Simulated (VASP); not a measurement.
# Ir (Immm) in VASP: further runs

Ir is run at these levels: LDA; tasks: single point.

All numbers are computed with VASP 6.6.1; they aren't measurements. Logs are shortened: lines on timing, memory, paths and dates and some standing lists are left out, and cuts for length are marked.

### Step 1. The cell of the first run

The structure is orthorhombic, space group Immm (No. 71). The conventional cell has a = 2.497 Å, b = 2.892 Å, c = 3.811 Å, α = 90.00°, β = 90.00°, γ = 90.00°. Ir (site symmetry mmm) has 12 Ir at 2.50 to 2.89 Å within 3.3 Å.

### Step 2. Single point, LDA (engineering shear strain xz -0.1467, engineering shear strain yz +0.0000)

Input file INCAR:

```
SYSTEM = Ir
PREC     = Accurate       ! precision mode
ENCUT    = 560            ! plane-wave cutoff, eV
EDIFF    = 1E-6           ! SCF threshold, eV
ISMEAR   = 0              ! smearing method
SIGMA    = 0.15           ! smearing width, eV
LREAL    = .False.        ! projectors in reciprocal space
LASPH    = .True.         ! aspherical terms in the spheres
NELM     = 120            ! most SCF steps
ALGO     = Normal         ! electronic algorithm
ISIF     = 2              ! what is computed and relaxed
LWAVE    = .False.        ! write WAVECAR
LCHARG   = .True.         ! write CHGCAR
GGA      = CA             ! functional
LELF     = .True.         ! ELF
LVHAR    = .True.       
NBANDS   = 14             ! bands
GGA_COMPAT= .False.
```

Input file KPOINTS:

```
regular mesh
0
Gamma
  20 20 20
  0 0 0
```

Input file POSCAR:

```
Ir
1.0
   -0.1397615342      1.9054060557      1.9054060557
    1.7656445215      0.0000000000      1.7656445215
    1.9054060557      1.9054060557     -0.1397615342
Ir
1
Direct
    0.0000000000      0.0000000000      0.0000000000
```

Potentials or basis: VASP PAW LDA potentials, release 64 (Ir_sv_GW).

The run is started by

```console
$ cat potpaw_LDA.64/Ir_sv_GW/POTCAR > POTCAR
$ mpirun -np 1 vasp_std > vasp.out
```

OUTCAR:

```text
SYSTEM = Ir
   PREC = Accurate
   ENCUT = 560
   EDIFF = 1E-6
   ISMEAR = 0
   LREAL = .False.
   LASPH = .True.
   NELM = 120
   ISIF = 2
   GGA = CA

 ion  position               nearest neighbor table
   1  0.000  0.000  0.000-

  LATTYP: Found a body centered orthorhombic cell.
 ALAT       =     2.4969984286
 B/A-ratio  =     1.1583121999
 C/A-ratio  =     1.5261571925

  Lattice vectors:

 A1 = (   1.9054060557,  -1.9054060557,  -0.1397615342)
 A2 = (  -1.9054060557,  -1.9054060557,   0.1397615342)
 A3 = (   0.1397615342,   1.9054060557,  -1.9054060557)

Analysis of symmetry for initial positions (statically):
=====================================================================
 Subroutine PRICEL returns:
 Original cell was already a primitive cell.

 Routine SETGRP: Setting up the symmetry group for a
 body centered orthorhombic supercell.

 Subroutine GETGRP returns: Found  8 space group operations
 (whereof  8 operations were pure point group operations)
 out of a pool of  8 trial point group operations.

The static configuration has the point symmetry D_2h.

Analysis of symmetry for dynamics (positions and initial velocities):
=====================================================================
 Subroutine PRICEL returns:
 Original cell was already a primitive cell.

 Routine SETGRP: Setting up the symmetry group for a
 body centered orthorhombic supercell.

 Subroutine GETGRP returns: Found  8 space group operations
 (whereof  8 operations were pure point group operations)
 out of a pool of  8 trial point group operations.

The dynamic configuration has the point symmetry D_2h.

 Subroutine INISYM returns: Found  8 space group operations
 (whereof  8 operations are pure point group operations),
 and found     1 'primitive' translations

----------------------------------------------------------------------------------------

                                     Primitive cell

  volume of cell :      13.7610

  direct lattice vectors                    reciprocal lattice vectors
    -0.139761534  1.905406056  1.905406056    -0.244478742  0.262411258  0.244478742
     1.765644522  0.000000000  1.765644522     0.283182710 -0.262411258  0.283182710
     1.905406056  1.905406056 -0.139761534     0.244478742  0.262411258 -0.244478742

  length of vectors
     2.698273107  2.496998429  2.698273107     0.434049973  0.478794906  0.434049973

  position of ions in fractional coordinates (direct lattice)
     0.000000000  0.000000000  0.000000000

  ion indices of the primitive-cell ions
   primitive index   ion index
                 1           1

----------------------------------------------------------------------------------------

 KPOINTS: regular mesh

Automatic generation of k-mesh.
 Grid dimensions read from file:
 generate k-points for:   20   20   20

 Generating k-lattice:

  Cartesian coordinates                     Fractional coordinates (reciprocal lattice)
    -0.012223937  0.013120563  0.012223937     0.050000000  0.000000000  0.000000000
     0.014159135 -0.013120563  0.014159135     0.000000000  0.050000000 -0.000000000
     0.012223937  0.013120563 -0.012223937     0.000000000  0.000000000  0.050000000

  Length of vectors
     0.021702499  0.023939745  0.021702499

  Shift w.r.t. Gamma in fractional coordinates (k-lattice)
     0.000000000  0.000000000  0.000000000

 Subroutine IBZKPT returns following result:
 ===========================================

 Found   1166 irreducible k-points:

 Following reciprocal coordinates:
            Coordinates               Weight
  0.000000  0.000000  0.000000      1.000000
  0.050000  0.000000  0.000000      4.000000
  0.100000  0.000000  0.000000      4.000000
  0.150000  0.000000  0.000000      4.000000
  0.200000  0.000000  0.000000      4.000000
  0.250000  0.000000  0.000000      4.000000
[... 16 lines left out ...]
 -0.450000  0.050000 -0.000000      8.000000
 -0.400000  0.050000 -0.000000      8.000000
 [... further k-points ...]
   k-points           NKPTS =   1166   k-points in BZ     NKDIM =   1166   number of bands    NBANDS=     14
   number of dos      NEDOS =    301   number of ions     NIONS =      1
   total plane-waves  NPLWV =  11520
   dimension x,y,z NGX =    24 NGY =   20 NGZ =   24
   dimension x,y,z NGXF=    48 NGYF=   40 NGZF=   48
   ions per type =               1
   NGX,Y,Z   is equivalent  to a cutoff of  14.79, 13.32, 14.79 a.u.
   NGXF,Y,Z  is equivalent  to a cutoff of  29.57, 26.63, 29.57 a.u.
 SYSTEM =  Ir
   PREC   = accura    normal or accurate (medium, high low for compatibility)
   ISTART =      0    job   : 0-new  1-cont  2-samecut
   ICHARG =      2    charge: 1-file 2-atom 10-const
   ISPIN  =      1    spin polarized calculation?
   LNONCOLLINEAR =      F non collinear calculations
   LSORBIT =      F    spin-orbit coupling
   LASPH  =      T    aspherical Exc in radial PAW
   ENCUT  =  560.0 eV  41.16 Ry    6.42 a.u.   5.21  4.82  5.21*2*pi/ulx,y,z
   NELM   =    120;   NELMIN=  2; NELMDL= -5     # of ELM steps
   EDIFF  = 0.1E-05   stopping-criterion for ELM
   LREAL  =      F    real-space projection
[... 7 lines left out ...]
   TEBEG  =    0.0;   TEEND  =   0.0 temperature during run
   PSTRESS=    0.0 pullay stress
   NELECT =      17.0000    total number of electrons
   NUPDOWN=      -1.0000    fix difference up-down
   EMIN   =  10.00;   EMAX   =-10.00  energy-range for DOS
   EFERMI =   0.00;   METHOD = LEGACY
   ISMEAR =     0;   SIGMA  =   0.15  broadening in eV -4-tet -1-fermi 0-gaus
   EFERMI_NEDOS =   21; number of points for ismear=-14 and -15
   IALGO  =     38    algorithm
   IMIX   =      4    mixing-type and parameters
     AMIX     =   0.40;   BMIX     =  1.00
     AMIX_MAG =   1.60;   BMIX_MAG =  1.00
  volume/ion in A,a.u.               =      13.76        92.86
  Fermi-wavevector in a.u.,A,eV,Ry     =   1.756607  3.319506 41.983056  3.085668
  Thomas-Fermi vector in A             =   2.826124
   LORBIT       =      0    0 simple, 1 ext, 2 COOP (PROOUT), +10 PAW based schemes
   GGA     = CA    functional components
   LHFCALC =     F    Hartree Fock is set to
   AEXX    =    0.0000 exact exchange contribution
   IVDW    =     0    specifies the selected vdW correction
   LEPSILON=     F    determine dielectric tensor
   LRPA    =     F    only Hartree local field effects (RPA)
 non-spin polarized calculation
 Gauss-broadening in eV      SIGMA  =   0.15
  energy-cutoff  :      560.00
  volume of cell :       13.76
 maximum number of plane-waves:       439
 NGX is ok and might be reduce to    24
   NGX = 11   NGY =  9   NGZ = 11

 number of electron      17.0000000 magnetization

 Free energy of the ion-electron system (eV)
  ---------------------------------------------------
  ext. energy  EPLUGINS =         0.00000000
  ---------------------------------------------------
  free energy    TOTEN  =       -10.63097107 eV

  energy without entropy =      -10.61897978  energy(sigma->0) =      -10.62497543

 E-fermi :  13.1132     XC(G=0): -14.9423

 val. band max:       13.1104958740   @ k =  -0.3000  -0.0500   0.0500
 cond. band min:      13.1137402305   @ k =  -0.3500  -0.2000   0.1000
 fundamental gap:      0.0032443565
 Fermi energy:        13.1132307563

 k-point     1 :       0.0000    0.0000    0.0000
  band No.  band energies     occupation
      1     -79.4093      2.00000
      2     -36.0862      2.00000
      3     -36.0416      2.00000
      4     -35.9355      2.00000
      5       1.8311      2.00000
      6       8.0542      2.00000
      7       8.4444      2.00000
      8      10.4490      2.00000
      9      12.2370      2.00000
     10      12.3086      2.00000
     11      26.6104      0.00000
     12      30.3624      0.00000
     13      32.6463      0.00000
     14      35.0168      0.00000

 k-point     2 :       0.0500    0.0000    0.0000
  band No.  band energies     occupation
      1     -79.4074      2.00000
      2     -36.0981      2.00000
      3     -36.0494      2.00000
      4     -35.9377      2.00000
      5       1.9331      2.00000
      6       8.0615      2.00000
      7       8.4280      2.00000
      8      10.4890      2.00000
      9      12.2306      2.00000
     10      12.2809      2.00000
     11      26.7689      0.00000
     12      30.1881      0.00000
     13      32.6199      0.00000
     14      35.1690      0.00000

 k-point     3 :       0.1000    0.0000    0.0000
  band No.  band energies     occupation
      1     -79.4027      2.00000
      2     -36.1465      2.00000
      3     -36.0593      2.00000
      4     -35.9452      2.00000
      5       2.2291      2.00000
      6       8.0634      2.00000
      7       8.4065      2.00000
      8      10.5928      2.00000
      9      12.2139      2.00000
     10      12.2290      2.00000
     11      27.2082      0.00000
     12      29.5649      0.00000
     13      32.8645      0.00000
     14      35.6190      0.00000
[... 324 lines left out ...]
 k-point    23 :      -0.4500    0.0500   -0.0000
  band No.  band energies     occupation
      1     -79.3481      2.00000
      2     -36.8256      2.00000
      3     -36.0964      2.00000
      4     -36.0673      2.00000
      5       4.7048      2.00000
      6       8.2108      2.00000
      7      10.2362      2.00000
      8      11.2001      2.00000
      9      13.2431      0.22087
     10      14.9259      0.00000
     11      19.9814      0.00000
     12      27.3464      0.00000
     13      32.2779      0.00000
     14      34.6945      0.00000

 k-point    24 :      -0.4000    0.0500   -0.0000
  band No.  band energies     occupation
      1     -79.3511      2.00000
      2     -36.7878      2.00000
      3     -36.0934      2.00000
      4     -36.0617      2.00000
      5       4.6907      2.00000
      6       8.2626      2.00000
      7      10.2826      2.00000
      8      10.5455      2.00000
      9      13.0280      1.57833
     10      14.6688      0.00000
     11      20.9749      0.00000
     12      27.6103      0.00000
     13      32.8308      0.00000
     14      35.2112      0.00000

 [... further k-points ...]
[... 5 lines left out ...]
  --------------------------------------------------------------------------------------
  -------------------------------------------------------------------------------------
  Total        1.5149872     -0.0647893      1.5149872      0.0000000      0.0000000      3.6939183
  in kB      176.3883227     -7.5433461    176.3883227      0.0000000      0.0000000    430.0789267
  external PRESSURE =     115.0777665 kB  Pullay stress =       0.0000000 kB

 VOLUME and BASIS-vectors are now :
 -----------------------------------------------------------------------------
  energy-cutoff  :      560.00
  volume of cell :       13.76
      direct lattice vectors                 reciprocal lattice vectors
    -0.139761534  1.905406056  1.905406056    -0.244478742  0.262411258  0.244478742
     1.765644522  0.000000000  1.765644522     0.283182710 -0.262411258  0.283182710
     1.905406056  1.905406056 -0.139761534     0.244478742  0.262411258 -0.244478742

 POSITION                                       TOTAL-FORCE (eV/Angst)
 -----------------------------------------------------------------------------------
      0.00000      0.00000      0.00000        -0.000000      0.000000      0.000000
 -----------------------------------------------------------------------------------
    total drift:                               -0.000000      0.000000      0.000000

  FREE ENERGIE OF THE ION-ELECTRON SYSTEM (eV)
  ---------------------------------------------------
  free  energy   TOTEN  =       -10.6309710736 eV

  energy  without entropy=      -10.6189797786  energy(sigma->0) =      -10.62497543
```

Wall time 8.3 min (1 thread of AMD EPYC, shared host); peak memory 0.33 GiB.

Results:

| Quantity | Value |
| --- | --- |
| Free energy | -10.6310 eV |
| Pressure | 11.5 GPa |
| Band gap on the k mesh | zero (an odd number of electrons rules out a gap without spin polarisation) |

Levels at points of the mesh, in eV from the Fermi level:
```tsv
k point	band 6	band 7	band 8	band 9	band 10	band 11
(0.00, 0.00, 0.00)	-5.06	-4.67	-2.66	-0.88	-0.80	13.50
(0.50, 0.00, 0.00)	-4.98	-2.78	-1.35	0.06	1.49	6.72
(0.00, 0.50, 0.00)	-5.20	-3.27	0.19	0.64	1.71	9.17
(0.50, 0.50, 0.00)	-7.59	0.47	1.44	2.02	2.12	11.50
(0.50, 0.00, 0.50)	-7.64	1.21	1.72	1.74	1.81	9.17
```

Caveat: the cell differs from its parent crystal (engineering shear strain xz -0.1467, engineering shear strain yz +0.0000); the stress differs along the axes, from -1 to 18 GPa; spin-orbit coupling is left out, which moves the levels of the heavy elements.

### Step 3. Single point, LDA (engineering shear strain xz -0.2200, engineering shear strain yz +0.0000)

Input file INCAR:

```
PREC = Accurate
ENCUT = 560
EDIFF = 1E-6
ISMEAR = 0
SIGMA = 0.15
LREAL = False
LASPH = True
NELM = 120
ALGO = Normal
ISIF = 2
LWAVE = False
LCHARG = True
GGA = CA
LELF = True
LVHAR = True
NBANDS = 14
GGA_COMPAT = False
```

Input file KPOINTS:

```
regular mesh
0
Gamma
  20 20 20
```

Input file POSCAR:

```
Ir
1.0
   -0.2095946661      1.9054060557      1.9054060557
    1.6958113896      0.0000000000      1.6958113896
    1.9054060557      1.9054060557     -0.2095946661
Ir
1
Direct
    0.0000000000      0.0000000000      0.0000000000
```

Potentials or basis: VASP PAW LDA potentials, release 64 (Ir_sv_GW).

The run is started by

```console
$ cat potpaw_LDA.64/Ir_sv_GW/POTCAR > POTCAR
$ mpirun -np 1 vasp_std > vasp.out
```

OUTCAR:

```text
PREC = Accurate
   ENCUT = 560
   EDIFF = 1E-6
   ISMEAR = 0
   LREAL = False
   LASPH = True
   NELM = 120
   ISIF = 2
   GGA = CA

 ion  position               nearest neighbor table
   1  0.000  0.000  0.000-

  LATTYP: Found a body centered orthorhombic cell.
 ALAT       =     2.3982394664
 B/A-ratio  =     1.2471910112
 C/A-ratio  =     1.5890040026

  Lattice vectors:

 A1 = (   1.9054060557,  -1.9054060557,  -0.2095946661)
 A2 = (  -1.9054060557,  -1.9054060557,   0.2095946661)
 A3 = (   0.2095946661,   1.9054060557,  -1.9054060557)

Analysis of symmetry for initial positions (statically):
=====================================================================
 Subroutine PRICEL returns:
 Original cell was already a primitive cell.

 Routine SETGRP: Setting up the symmetry group for a
 body centered orthorhombic supercell.

 Subroutine GETGRP returns: Found  8 space group operations
 (whereof  8 operations were pure point group operations)
 out of a pool of  8 trial point group operations.

The static configuration has the point symmetry D_2h.

Analysis of symmetry for dynamics (positions and initial velocities):
[... 163 lines left out ...]
 Fermi energy:        13.1643654485

 k-point     1 :       0.0000    0.0000    0.0000
  band No.  band energies     occupation
      1     -79.2926      2.00000
      2     -35.9539      2.00000
      3     -35.9085      2.00000
      4     -35.7262      2.00000
      5       1.9051      2.00000
      6       7.6822      2.00000
      7       7.8081      2.00000
      8      11.3133      2.00000
      9      12.6944      1.99999
     10      12.7048      1.99999
     11      26.5502      0.00000
     12      29.6531      0.00000
     13      33.0788      0.00000
     14      36.7760      0.00000
[... 377 lines left out ...]
      1     -79.2382      2.00000
      2     -36.6375      2.00000
      3     -35.9310      2.00000
      4     -35.8549      2.00000
      5       4.5828      2.00000
      6       7.8378      2.00000
      7      10.4166      2.00000
      8      11.1059      2.00000
      9      12.8051      1.99929
     10      15.0443      0.00000
     11      20.6459      0.00000
     12      28.0473      0.00000
     13      32.7291      0.00000
     14      36.5855      0.00000

 [... further k-points ...]
[... 5 lines left out ...]
  --------------------------------------------------------------------------------------
  -------------------------------------------------------------------------------------
  Total        3.4725994     -0.1690689      3.4725994      0.0000000      0.0000000      5.3500444
  in kB      407.0611537    -19.8184080    407.0611537      0.0000000      0.0000000    627.1369167
  external PRESSURE =     264.7679665 kB  Pullay stress =       0.0000000 kB

 VOLUME and BASIS-vectors are now :
 -----------------------------------------------------------------------------
  energy-cutoff  :      560.00
  volume of cell :       13.67
      direct lattice vectors                 reciprocal lattice vectors
    -0.209594666  1.905406056  1.905406056    -0.236406539  0.262411258  0.236406539
     1.695811390  0.000000000  1.695811390     0.294844110 -0.262411258  0.294844110
     1.905406056  1.905406056 -0.209594666     0.236406539  0.262411258 -0.236406539

 POSITION                                       TOTAL-FORCE (eV/Angst)
 -----------------------------------------------------------------------------------
      0.00000      0.00000      0.00000         0.000000     -0.000000      0.000000
 -----------------------------------------------------------------------------------
    total drift:                               -0.000000      0.000000      0.000000

  FREE ENERGIE OF THE ION-ELECTRON SYSTEM (eV)
  ---------------------------------------------------
  free  energy   TOTEN  =       -10.2780621446 eV

  energy  without entropy=      -10.2646885488  energy(sigma->0) =      -10.27137535
```

stdout:

```text
POSCAR found type information on POSCAR Ir
 POSCAR found :  1 types and       1 ions
 scaLAPACK will be used
 LDA part: xc-table for (Slater(with rela. corr.)+CA(PZ))
 , standard interpolation
 POSCAR, INCAR and KPOINTS ok, starting setup
 FFT: planning ... GRIDC
 FFT: planning ... GRID_SOFT
 FFT: planning ... GRID
 WAVECAR not read
 entering main loop
```

Wall time 2.8 min (1 thread of AMD EPYC 7R13 (Zen 3), shared host); peak memory 0.33 GiB.

What came out:

```
Free energy            : -10.2781 eV
Pressure               : 26.5 GPa
Band gap on the k mesh : zero (an odd number of electrons rules out a gap without spin polarisation)
```

Stress tensor (GPa, compression positive):
```
40.71  0.00 62.71
 0.00 -1.98  0.00
62.71  0.00 40.71
```

Caveat: the cell differs from its parent crystal (engineering shear strain xz -0.2200, engineering shear strain yz +0.0000); the stress differs along the axes, from -2 to 41 GPa; spin-orbit coupling is left out, which moves the levels of the heavy elements.
